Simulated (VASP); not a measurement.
Write the native input for VASP 6.6.1 that does the following.

```
Task                   : single point
Functional             : PBEsol
Potentials or basis    : VASP PAW PBE potentials, release 64 (C)
Cutoff                 : 520 eV
k mesh                 : 18 × 18 × 6
Occupations            : gaussian, width 0.15 eV
Spin                   : no spin polarisation
Dipole correction      : no
Further INCAR settings : ALGO = Normal; EDIFF = 1e-06; NBANDS = 16
```

The structure of C lies in POSCAR:

```
C
1.0
    1.1434113954     -1.9800490057      0.0000000000
    1.1434113954      1.9800490057      0.0000000000
    0.0000000000      0.0000000000      7.3778182888
C
4
Direct
    0.0833216498      0.9166783502      0.7498439858
    0.5833216498      0.4166783502      0.2501560142
    0.9166783502      0.0833216498      0.2501560142
    0.4166783502      0.5833216498      0.7498439858
```

This cell differs from its parent crystal: normal strain along x -0.0700, normal strain along y -0.0700.

One way to write it, as run:

INCAR

```
SYSTEM = C
PREC = Accurate
ENCUT = 520
EDIFF = 1E-6
ISMEAR = 0
SIGMA = 0.15
LREAL = .False.
LASPH = .True.
NELM = 80
ALGO = Normal
ISIF = 2
LWAVE = .False.
LCHARG = .True.
GGA = PS
LELF = .True.
LVHAR = .True.
NBANDS = 16
```

KPOINTS

```
regular mesh
0
Gamma
  18 18 6
  0 0 0
```

Potentials or basis: VASP PAW PBE potentials, release 64 (C).

Command:

```sh
$ cat potpaw_PBE.64/C/POTCAR > POTCAR
$ mpirun -np 1 vasp_std > vasp.out
```

Results of the run:

| Item | Value |
| --- | --- |
| Pressure | 76.3 GPa |
| Band gap on the k mesh | zero (filled and empty bands touch) |

Caveat: the cell differs from its parent crystal (normal strain along x -0.0700, normal strain along y -0.0700); the stress differs along the axes, from -0 to 115 GPa; this functional lacks dispersion, which binds layers or chains, so the pressure and a relaxed spacing across them are unreliable; the PAW data sets were made with another functional, which shifts forces and pressure a little.

It took 110 s on 1 thread of Intel(R) Xeon(R) Platinum 8488C (Sapphire Rapids) (shared host), peak memory 0.25 GiB.
